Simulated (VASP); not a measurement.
# Na (Im-3m) in VASP: further runs

Runs on Na. Level: LDA. Tasks: single point, relaxation of cell and atoms.

All numbers are computed with VASP 6.6.1; they aren't measurements. Logs are shortened: lines on timing, memory, paths and dates and some standing lists are left out, and cuts for length are marked.

## 1. The cell of the first run

The structure is cubic, space group Im-3m (No. 229). Conventional cell: a = 4.056 Å, b = 4.056 Å, c = 4.056 Å, α = 90.00°, β = 90.00°, γ = 90.00°. Na (site symmetry m-3m) has 14 Na at 3.51 to 4.06 Å within 4.6 Å.

## 2. Single point, LDA

INCAR reads:

```
PREC = Accurate
ENCUT = 520
EDIFF = 1E-6
ISMEAR = 0
SIGMA = 0.02
LREAL = False
LASPH = True
NELM = 60
ALGO = Normal
ISIF = 2
LWAVE = False
LCHARG = True
LELF = True
LVHAR = True
NBANDS = 10
```

KPOINTS reads:

```
regular mesh
0
Gamma
  7 7 7
```

POSCAR reads:

```
Na
1.0
   -2.0281025241      2.0281025241      2.0281025241
    2.0281025241     -2.0281025241      2.0281025241
    2.0281025241      2.0281025241     -2.0281025241
Na
1
Direct
    0.0000000000      0.0000000000      0.0000000000
```

Potentials or basis: VASP PAW LDA potentials, release 64 (Na_pv).

On the command line:

```sh
$ cat potpaw_LDA.64/Na_pv/POTCAR > POTCAR
$ mpirun -np 1 vasp_std > vasp.out
```

OUTCAR:

```text
PREC = Accurate
   ENCUT = 520
   EDIFF = 1E-6
   ISMEAR = 0
   LREAL = False
   LASPH = True
   NELM = 60
   ISIF = 2

 ion  position               nearest neighbor table
   1  0.000  0.000  0.000-

  LATTYP: Found a body centered cubic cell.
 ALAT       =     4.0562050482

  Lattice vectors:

 A1 = (  -2.0281025241,   2.0281025241,   2.0281025241)
 A2 = (   2.0281025241,  -2.0281025241,   2.0281025241)
 A3 = (   2.0281025241,   2.0281025241,  -2.0281025241)

Analysis of symmetry for initial positions (statically):
=====================================================================
 Subroutine PRICEL returns:
 Original cell was already a primitive cell.

 Routine SETGRP: Setting up the symmetry group for a
 body centered cubic supercell.

 Subroutine GETGRP returns: Found 48 space group operations
 (whereof 48 operations were pure point group operations)
 out of a pool of 48 trial point group operations.

The static configuration has the point symmetry O_h .

Analysis of symmetry for dynamics (positions and initial velocities):
=====================================================================
 Subroutine PRICEL returns:
 Original cell was already a primitive cell.

 Routine SETGRP: Setting up the symmetry group for a
 body centered cubic supercell.

 Subroutine GETGRP returns: Found 48 space group operations
 (whereof 48 operations were pure point group operations)
 out of a pool of 48 trial point group operations.

The dynamic configuration has the point symmetry O_h .

 Subroutine INISYM returns: Found 48 space group operations
 (whereof 48 operations are pure point group operations),
 and found     1 'primitive' translations

----------------------------------------------------------------------------------------

                                     Primitive cell

  volume of cell :      33.3680

  direct lattice vectors                    reciprocal lattice vectors
    -2.028102524  2.028102524  2.028102524     0.000000000  0.246535860  0.246535860
     2.028102524 -2.028102524  2.028102524     0.246535860  0.000000000  0.246535860
     2.028102524  2.028102524 -2.028102524     0.246535860  0.246535860  0.000000000

  length of vectors
     3.512776615  3.512776615  3.512776615     0.348654357  0.348654357  0.348654357

  position of ions in fractional coordinates (direct lattice)
     0.000000000  0.000000000  0.000000000

  ion indices of the primitive-cell ions
   primitive index   ion index
                 1           1

----------------------------------------------------------------------------------------

 KPOINTS: regular mesh

Automatic generation of k-mesh.
 Grid dimensions read from file:
 generate k-points for:    7    7    7

 Generating k-lattice:

  Cartesian coordinates                     Fractional coordinates (reciprocal lattice)
     0.000000000  0.035219409  0.035219409     0.142857143  0.000000000  0.000000000
     0.035219409  0.000000000  0.035219409     0.000000000  0.142857143  0.000000000
     0.035219409  0.035219409  0.000000000     0.000000000  0.000000000  0.142857143

  Length of vectors
     0.049807765  0.049807765  0.049807765

  Shift w.r.t. Gamma in fractional coordinates (k-lattice)
     0.000000000  0.000000000  0.000000000

 Subroutine IBZKPT returns following result:
 ===========================================

 Found     20 irreducible k-points:

 Following reciprocal coordinates:
            Coordinates               Weight
  0.000000  0.000000  0.000000      1.000000
  0.142857  0.000000  0.000000     12.000000
  0.285714  0.000000  0.000000     12.000000
  0.428571  0.000000  0.000000     12.000000
  0.142857  0.142857  0.000000     24.000000
  0.285714  0.142857  0.000000     48.000000
[... 12 lines left out ...]
 -0.428571 -0.428571  0.285714      8.000000
 -0.428571  0.428571  0.428571      6.000000
   k-points           NKPTS =     20   k-points in BZ     NKDIM =     20   number of bands    NBANDS=     10
   number of dos      NEDOS =    301   number of ions     NIONS =      1
   total plane-waves  NPLWV =  21952
   dimension x,y,z NGX =    28 NGY =   28 NGZ =   28
   dimension x,y,z NGXF=    56 NGYF=   56 NGZF=   56
   ions per type =               1
   NGX,Y,Z   is equivalent  to a cutoff of  13.25, 13.25, 13.25 a.u.
   NGXF,Y,Z  is equivalent  to a cutoff of  26.50, 26.50, 26.50 a.u.
 SYSTEM =  unknown system
   PREC   = accura    normal or accurate (medium, high low for compatibility)
   ISTART =      0    job   : 0-new  1-cont  2-samecut
   ICHARG =      2    charge: 1-file 2-atom 10-const
   ISPIN  =      1    spin polarized calculation?
   LNONCOLLINEAR =      F non collinear calculations
   LSORBIT =      F    spin-orbit coupling
   LASPH  =      T    aspherical Exc in radial PAW
   ENCUT  =  520.0 eV  38.22 Ry    6.18 a.u.   6.53  6.53  6.53*2*pi/ulx,y,z
   NELM   =     60;   NELMIN=  2; NELMDL= -5     # of ELM steps
   EDIFF  = 0.1E-05   stopping-criterion for ELM
   LREAL  =      F    real-space projection
   EDIFFG = 0.1E-04   stopping-criterion for IOM
   NSW    =      0    number of steps for IOM
   IBRION =     -1    ionic relax: 0-MD 1-quasi-New 2-CG
   NFREE  =      0    steps in history (QN), initial steepest desc. (CG)
   ISIF   =      2    stress and relaxation
   ISYM   =      2    0-nonsym 1-usesym 2-fastsym
   POTIM  = 0.5000    time-step for ionic-motion
   TEBEG  =    0.0;   TEEND  =   0.0 temperature during run
   PSTRESS=    0.0 pullay stress
   NELECT =       7.0000    total number of electrons
   NUPDOWN=      -1.0000    fix difference up-down
   EMIN   =  10.00;   EMAX   =-10.00  energy-range for DOS
   EFERMI =   0.00;   METHOD = LEGACY
   ISMEAR =     0;   SIGMA  =   0.02  broadening in eV -4-tet -1-fermi 0-gaus
   EFERMI_NEDOS =   21; number of points for ismear=-14 and -15
   IALGO  =     38    algorithm
   IMIX   =      4    mixing-type and parameters
     AMIX     =   0.40;   BMIX     =  1.00
     AMIX_MAG =   1.60;   BMIX_MAG =  1.00
  volume/ion in A,a.u.               =      33.37       225.18
  Fermi-wavevector in a.u.,A,eV,Ry     =   0.972742  1.838216 12.874196  0.946227
  Thomas-Fermi vector in A             =   2.103065
   LORBIT       =      0    0 simple, 1 ext, 2 COOP (PROOUT), +10 PAW based schemes
   GGA     = CA    functional components
   LHFCALC =     F    Hartree Fock is set to
   AEXX    =    0.0000 exact exchange contribution
   IVDW    =     0    specifies the selected vdW correction
   LEPSILON=     F    determine dielectric tensor
   LRPA    =     F    only Hartree local field effects (RPA)
 non-spin polarized calculation
 Gauss-broadening in eV      SIGMA  =   0.02
  energy-cutoff  :      520.00
  volume of cell :       33.37
 maximum number of plane-waves:       935
 NGX is ok and might be reduce to    28
   NGX = 13   NGY = 13   NGZ = 13

 number of electron       7.0000010 magnetization

 Free energy of the ion-electron system (eV)
  ---------------------------------------------------
  ext. energy  EPLUGINS =         0.00000000
  ---------------------------------------------------
  free energy    TOTEN  =        -1.45434209 eV

  energy without entropy =       -1.45364473  energy(sigma->0) =       -1.45399341

 E-fermi :   0.3377     XC(G=0):  -7.0302

 val. band max:        0.3241351746   @ k =  -0.2857   0.4286   0.1429
 cond. band min:       0.6796595271   @ k =  -0.4286   0.4286   0.1429
 fundamental gap:      0.3555243525
 Fermi energy:         0.3376991806

 k-point     1 :       0.0000    0.0000    0.0000
  band No.  band energies     occupation
      1     -24.3960      2.00000
      2     -24.3960      2.00000
      3     -24.3960      2.00000
      4      -3.0423      2.00000
      5      12.7941      0.00000
      6      12.7941      0.00000
      7      12.7941      0.00000
      8      13.9676      0.00000
      9      13.9676      0.00000
     10      14.6749      0.00000

 k-point     2 :       0.1429    0.0000    0.0000
  band No.  band energies     occupation
      1     -24.4061      2.00000
      2     -24.3993      2.00000
      3     -24.3960      2.00000
      4      -2.6559      2.00000
      5       9.6544      0.00000
      6      11.3334      0.00000
      7      11.8580      0.00000
      8      12.3675      0.00000
      9      13.1152      0.00000
     10      15.0642      0.00000

 k-point     3 :       0.2857    0.0000    0.0000
  band No.  band energies     occupation
      1     -24.4285      2.00000
      2     -24.4068      2.00000
      3     -24.3960      2.00000
      4      -1.5159      2.00000
      5       5.9804      0.00000
      6       9.9193      0.00000
      7      10.8262      0.00000
      8      11.0810      0.00000
      9      12.2499      0.00000
     10      16.0028      0.00000

 k-point     4 :       0.4286    0.0000    0.0000
  band No.  band energies     occupation
      1     -24.4462      2.00000
      2     -24.4127      2.00000
      3     -24.3960      2.00000
      4       0.3211      1.75833
      5       2.8772      0.00000
      6       9.1941      0.00000
      7      10.2914      0.00000
      8      10.4395      0.00000
      9      11.6170      0.00000
     10      17.1935      0.00000
[... 170 lines left out ...]
 k-point    18 :      -0.4286    0.4286    0.2857
  band No.  band energies     occupation
      1     -24.4377      2.00000
      2     -24.4250      2.00000
      3     -24.4195      2.00000
      4       1.7396      0.00000
      5       4.2237      0.00000
      6       6.4704      0.00000
      7       7.1188      0.00000
      8       9.4767      0.00000
      9      12.2457      0.00000
     10      15.7262      0.00000

 k-point    19 :      -0.4286   -0.4286    0.2857
  band No.  band energies     occupation
      1     -24.4345      2.00000
      2     -24.4345      2.00000
      3     -24.4211      2.00000
      4       3.5539      0.00000
      5       3.5539      0.00000
      6       4.6795      0.00000
      7       8.4084      0.00000
      8       8.4084      0.00000
      9      10.7185      0.00000
     10      16.0434      0.00000

 k-point    20 :      -0.4286    0.4286    0.4286
  band No.  band energies     occupation
      1     -24.4335      2.00000
      2     -24.4318      2.00000
      3     -24.4318      2.00000
      4       3.4422      0.00000
      5       5.4058      0.00000
      6       5.8418      0.00000
      7       5.8418      0.00000
      8       7.0727      0.00000
      9       9.7299      0.00000
     10      19.3129      0.00000

------------------------ aborting loop because EDIFF is reached ----------------------------------------

  FORCE on cell =-STRESS in cart. coord.  units (eV):
  Direction    XX          YY          ZZ          XY          YZ          ZX
  --------------------------------------------------------------------------------------
  -------------------------------------------------------------------------------------
  Total       -0.0118095     -0.0118095     -0.0118095     -0.0000000      0.0000000     -0.0000000
  in kB       -0.5670372     -0.5670372     -0.5670372     -0.0000000      0.0000000     -0.0000000
  external PRESSURE =      -0.5670372 kB  Pullay stress =       0.0000000 kB

 VOLUME and BASIS-vectors are now :
 -----------------------------------------------------------------------------
  energy-cutoff  :      520.00
  volume of cell :       33.37
      direct lattice vectors                 reciprocal lattice vectors
    -2.028102524  2.028102524  2.028102524     0.000000000  0.246535860  0.246535860
     2.028102524 -2.028102524  2.028102524     0.246535860  0.000000000  0.246535860
     2.028102524  2.028102524 -2.028102524     0.246535860  0.246535860  0.000000000

 POSITION                                       TOTAL-FORCE (eV/Angst)
 -----------------------------------------------------------------------------------
      0.00000      0.00000      0.00000        -0.000000      0.000000      0.000000
 -----------------------------------------------------------------------------------
    total drift:                               -0.000000     -0.000000     -0.000000

  FREE ENERGIE OF THE ION-ELECTRON SYSTEM (eV)
  ---------------------------------------------------
  free  energy   TOTEN  =        -1.4543420867 eV

  energy  without entropy=       -1.4536447265  energy(sigma->0) =       -1.45399341
```

It took 5 s on 1 thread of Intel Xeon Platinum 8488C (Sapphire Rapids), shared host; peak memory 0.13 GiB.

What came out:

| Property | Result |
| --- | --- |
| Free energy | -1.4543 eV |
| Pressure | -0.1 GPa |

(Continued in part 2 of 2.)
